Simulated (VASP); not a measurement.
Write the native input for VASP 6.6.1 that does the following.

* Task: single point
* Functional: PBE
* Potentials or basis: VASP PAW PBE potentials, release 64 (Mn_pv, O)
* Cutoff: 520 eV
* k mesh: 6 × 6 × 6
* Occupations: gaussian, width 0.1 eV
* Spin: collinear spin, ferromagnetic start
* Starting moments: [4.0, 0.0] μB
* Dipole correction: no
* Further INCAR settings: ALGO = Normal; EDIFF = 1e-07; NBANDS = 20

The structure of MnO lies in POSCAR:

```
MnO
1.0
    0.0000000000      2.2143692200      2.2143692200
    2.2143692200      0.0000000000      2.2143692200
    2.2143692200      2.2143692200      0.0000000000
Mn O
1 1
Direct
    0.2500000000      0.2500000000      0.2500000000
    0.5000000000      0.5000000000      0.5000000000
```

These files were run (other wordings do the same):

INCAR

```
SYSTEM = MnO
PREC = Accurate
ENCUT = 520
EDIFF = 1E-7
ISMEAR = 0
SIGMA = 0.1
LREAL = .False.
LASPH = .True.
NELM = 150
ALGO = Normal
ISIF = 2
LWAVE = .False.
LCHARG = .True.
ISPIN = 2
MAGMOM = 4 0
LORBIT = 11
LMAXMIX = 4
GGA = PE
LELF = .True.
LVHAR = .True.
NBANDS = 20
```

KPOINTS

```
Automatic mesh
0
Gamma
  6 6 6
  0 0 0
```

Potentials or basis: VASP PAW PBE potentials, release 64 (Mn_pv, O).

The run is started by

```bash
$ cat potpaw_PBE.64/Mn_pv/POTCAR potpaw_PBE.64/O/POTCAR > POTCAR
$ mpirun -np 1 vasp_std > vasp.out
```

It gave:

The pressure is 27.1 GPa, the net moment is 4.01 μB per cell and the site moments are Mn +3.67; O +0.14 μB. The valence electrons inside the program's atomic spheres are Mn 11.69; O 5.08.

Caveat: the k points lie up to 0.41 Å⁻¹ apart; a cell with one magnetic atom can't hold antiferromagnetic order, which such compounds often take.

Wall time 34 s on 1 thread of AMD EPYC 7R13 (shared host), peak memory 0.12 GiB.
